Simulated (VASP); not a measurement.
Wanted: the native input for a VASP 6.6.1 run.

```
Task                               : single point
Functional                         : r2SCAN50
Potentials or basis                : VASP PAW PBE potentials, release 64 (Pt_sv_GW)
Cutoff                             : 470 eV
k mesh                             : 6 × 6 × 6
Occupations                        : fermi-dirac, width 0.05 eV
Spin                               : no spin polarisation
Dipole correction                  : no
Grid for exact exchange (PRECFOCK) : Normal
Further INCAR settings             : ALGO = Normal; EDIFF = 1e-06; NBANDS = 15
Share of exact exchange            : 0.5
```

Pt:

```
Pt
1.0
    -1.58422    1.58422    1.58422
     1.58422   -1.58422    1.58422
     1.58422    1.58422   -1.58422
Pt
1
Direct
  0.00000 0.00000 0.00000
```

This isn't the form of Pt at room conditions, which is fcc.

The input as run:

POSCAR

```
Pt
1.0
   -1.5842200000      1.5842200000      1.5842200000
    1.5842200000     -1.5842200000      1.5842200000
    1.5842200000      1.5842200000     -1.5842200000
Pt
1
Direct
    0.0000000000      0.0000000000      0.0000000000
```

INCAR.step1

```
SYSTEM = Pt
PREC = Accurate ; ENCUT = 470
EDIFF = 1E-5 ; ISMEAR = -1
SIGMA = 0.05 ; LREAL = .False.
LASPH = .True. ; NELM = 120
ALGO = Normal ; ISIF = 2
LWAVE = .True. ; LCHARG = .False.
GGA = PE ; NBANDS = 15
GGA_COMPAT = .False.
```

INCAR.step2

```
SYSTEM = Pt
PREC = Accurate ; ENCUT = 470
EDIFF = 1E-6 ; ISMEAR = -1
SIGMA = 0.05 ; LREAL = .False.
LASPH = .True. ; NELM = 120
ALGO = Normal ; ISIF = 2
LWAVE = .False. ; LCHARG = .False.
METAGGA = R2SCAN ; LHFCALC = .True.
AEXX = 0.5 ; LMIXTAU = .True.
PRECFOCK = Normal ; ISTART = 1
NBANDS = 15 ; GGA_COMPAT = .False.
```

KPOINTS

```
Automatic mesh
0
Gamma
  6 6 6
  0 0 0
```

Potentials or basis: VASP PAW PBE potentials, release 64 (Pt_sv_GW).

The run is started by

```bash
$ cat potpaw_PBE.64/Pt_sv_GW/POTCAR > POTCAR
$ cp INCAR.step1 INCAR
$ mpirun -np 1 vasp_std > vasp.out
$ cp INCAR.step2 INCAR
$ mpirun -np 1 vasp_std > vasp.out
```

Results of the run:

* Pressure: -19.2 GPa
* Band gap on the k mesh: zero (bands 9 and 10 overlap by 5.11 eV)

Caveat: the k points lie up to 0.47 Å⁻¹ apart, too coarse for converged energies and pressures of a metal; the PAW data sets were made with another functional, which shifts forces and pressure a little; spin-orbit coupling is left out, which moves the levels of the heavy elements.

Wall time 7 min on 1 thread of Intel(R) Xeon(R) 6975P-C (Granite Rapids) (shared host), peak memory 0.14 GiB.
